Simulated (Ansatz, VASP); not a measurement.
# One calculation of Rh, two programs

```
Rh
1.0
     4.02454    0.00000    0.00000
     0.00000    4.02454    0.00000
     0.00000    0.00000    4.02454
Rh
3
Cartesian
  0.0000 2.0123 2.0123
  2.0123 0.0000 2.0123
  2.0123 2.0123 0.0000
```

Alike in both runs: task single point; functional PBE; k mesh 4 × 4 × 4; occupations gaussian, width 0.1 eV; no spin polarisation.

```csv
,VASP,Ansatz
version,VASP 6.6.1,Ansatz 0.2.0
potentials or method,"VASP PAW PBE potentials, release 64 (Rh_pv), cutoff 520 eV","scalar-relativistic, plane waves, PAW"
valence electrons in the cell,45,51
```

|  | VASP | Ansatz | Ansatz less VASP |
| --- | --- | --- | --- |
| gap on the k mesh at the Fermi level (eV) | none | none | - |
| pressure (GPa) | -24.6 | -24.6 | -0.03 |

A gap of «none» marks a metal or a gap that the smearing closes. VASP's potentials hold 45 valence electrons a cell and Ansatz's 51, so a difference there can come from the potentials and not from the codes.

The k mesh is coarse, so the values compare programs but aren't converged.
